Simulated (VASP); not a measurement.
Here is a VASP 6.6.1 calculation.

File INCAR:

```
ALGO = Normal
EDIFF = 1E-6
ENCUT = 520
GGA = PS
ISIF = 2
ISMEAR = -1
LASPH = True
LCHARG = False
LREAL = False
LWAVE = False
NBANDS = 24
NELM = 80
PREC = Accurate
SIGMA = 0.02
```

File KPOINTS:

```
k-points
0
Gamma
  6 6 4
```

POSCAR

```
KI
1.0
    5.9761435941      0.0000000000      0.0000000000
   -2.9880717971      5.1754921691      0.0000000000
    0.0000000000      0.0000000000      6.9535324920
K I
2 2
Direct
    0.3333333333      0.6666666667     -0.0625000000
    0.6666666667      0.3333333333      0.4375000000
    0.3333333333      0.6666666667      0.4375000000
    0.6666666667      0.3333333333      0.9375000000
```

Potentials or basis: VASP PAW PBE potentials, release 64 (K_sv, I).

Command:

```sh
$ cat potpaw_PBE.64/K_sv/POTCAR potpaw_PBE.64/I/POTCAR > POTCAR
$ mpirun -np 1 vasp_std > vasp.out
```

Problem. Predict the band gap on the k mesh.

Solution. 3.79 eV.

Problem. Estimate the pressure.

Solution. 0.0 GPa.

Caveat: the structure was generated, so it needn't be the stable form of KI; the PAW data sets were made with another functional, which shifts forces and pressure a little; spin-orbit coupling is left out, which moves the levels of the heavy elements. A k mesh can miss the band edges.
